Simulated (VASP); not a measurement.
Here is a VASP 6.6.1 calculation.

File POSCAR:

```
O
1.0
    9.0000000000      0.0000000000      0.0000000000
    0.0000000000      9.5000000000      0.0000000000
    0.0000000000      0.0000000000     10.0000000000
O
2
Direct
    0.5000000000      0.5000000000      0.4397325713
    0.5000000000      0.5000000000      0.5602674287
```

The input INCAR.step1:

```
SYSTEM = O
PREC     = Accurate       ! precision mode
ENCUT    = 520            ! plane-wave cutoff, eV
ISMEAR   = 0              ! smearing method
SIGMA    = 0.05           ! smearing width, eV
LREAL    = .FALSE.        ! projectors in reciprocal space
LASPH    = .TRUE.         ! aspherical terms in the spheres
NELM     = 150            ! most SCF steps
ISPIN    = 2              ! spin polarisation
MAGMOM   = 1 1            ! initial moments
NBANDS   = 17             ! bands
GGA      = PE             ! functional
ALGO     = Normal         ! electronic algorithm
EDIFF    = 1E-4           ! SCF threshold, eV
LWAVE    = .TRUE.         ! write WAVECAR
LCHARG   = .FALSE.        ! write CHGCAR
```

Contents of INCAR.step2:

```
SYSTEM = O
PREC     = Accurate       ! precision mode
ENCUT    = 520            ! plane-wave cutoff, eV
EDIFF    = 1E-6           ! SCF threshold, eV
ISMEAR   = 0              ! smearing method
SIGMA    = 0.05           ! smearing width, eV
LREAL    = .FALSE.        ! projectors in reciprocal space
LASPH    = .TRUE.         ! aspherical terms in the spheres
NELM     = 150            ! most SCF steps
ALGO     = Normal         ! electronic algorithm
ISIF     = 2              ! what is computed and relaxed
LWAVE    = .FALSE.        ! write WAVECAR
LCHARG   = .FALSE.        ! write CHGCAR
ISPIN    = 2              ! spin polarisation
MAGMOM   = 1 1            ! initial moments
LORBIT   = 11             ! projections on sites
METAGGA  = R2SCAN         ! meta-GGA
LMIXTAU  = .TRUE.       
NBANDS   = 17             ! bands
ISTART   = 1
```

Contents of KPOINTS:

```
Automatic mesh
0
G
  1 1 1
  0 0 0
```

Potentials or basis: VASP PAW PBE potentials, release 64 (O).

Run with:

```sh
$ cat potpaw_PBE.64/O/POTCAR > POTCAR
$ cp INCAR.step1 INCAR
$ mpirun -np 1 vasp_gam > vasp.out
$ cp INCAR.step2 INCAR
$ mpirun -np 1 vasp_gam > vasp.out
```

Problem. Estimate the largest force.

Solution. 1.450 eV/Å.

Problem. What does it give for the site moments?

Solution. O +0.83 μB.

Problem. Predict the net moment.

Solution. 2.00 μB per cell.

Problem. Estimate the gap between the frontier levels.

Solution. 3.45 eV.

Forces on the atoms (eV/Å):
```
O    0.000  0.000 -1.450
O    0.000  0.000  1.450
```

Caveat: the standard files for N, O and F lose accuracy on very short bonds; the PAW data sets were made with another functional, which shifts forces and pressure a little.
